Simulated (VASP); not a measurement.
Wanted: the native input for a VASP 6.6.1 run.

| Property | Result |
| --- | --- |
| Task | single point |
| Functional | PBE |
| Potentials or basis | VASP PAW PBE potentials, release 64 (Al, In_d, Sb) |
| Cutoff | 520 eV |
| k mesh | 12 × 12 × 12 |
| Occupations | gaussian, width 0.02 eV |
| Spin | no spin polarisation |
| Dipole correction | no |
| Further INCAR settings | ALGO = Normal; EDIFF = 1e-06; NBANDS = 26 |

The structure of Al2InSb3 lies in POSCAR:

```
Al2InSb3
1.0
   -2.2453729778      2.2453729778      9.5545951597
    2.2453729778     -2.2453729778      9.5545951597
    2.2453729778      2.2453729778     -9.5545951597
Al In Sb
2 1 3
Direct
    0.6699227034      0.6699227034      0.0000000000
    0.3300772966      0.3300772966      0.0000000000
    0.0000000000      0.0000000000      0.0000000000
    0.5909051478      0.0909051478      0.5000000000
    0.2500000000      0.7500000000      0.5000000000
    0.9090948522      0.4090948522      0.5000000000
```

One way to write it, as run:

INCAR

```
SYSTEM = Al2InSb3
PREC = Accurate
ENCUT = 520
EDIFF = 1E-6
ISMEAR = 0
SIGMA = 0.02
LREAL = .False.
LASPH = .True.
NELM = 80
ALGO = Normal
ISIF = 2
LWAVE = .False.
LCHARG = .False.
GGA = PE
NBANDS = 26
```

KPOINTS

```
Automatic mesh
0
Gamma
  12 12 12
  0 0 0
```

Potentials or basis: VASP PAW PBE potentials, release 64 (Al, In_d, Sb).

Launch:

```sh
$ cat potpaw_PBE.64/Al/POTCAR potpaw_PBE.64/In_d/POTCAR potpaw_PBE.64/Sb/POTCAR > POTCAR
$ mpirun -np 1 vasp_std > vasp.out
```

Results of the run:

| Item | Value |
| --- | --- |
| Pressure | 0.1 GPa |
| Largest force | 0.017 eV/Å |
| Band gap on the k mesh | 0.57 eV |

Caveat: semilocal functionals underestimate gaps, and a narrow one can read as zero; spin-orbit coupling is left out, which moves the levels of the heavy elements.

Wall time 36 min on 1 thread of Intel(R) Xeon(R) 6975P-C (Granite Rapids), with other jobs on the host, peak memory 1.5 GiB.
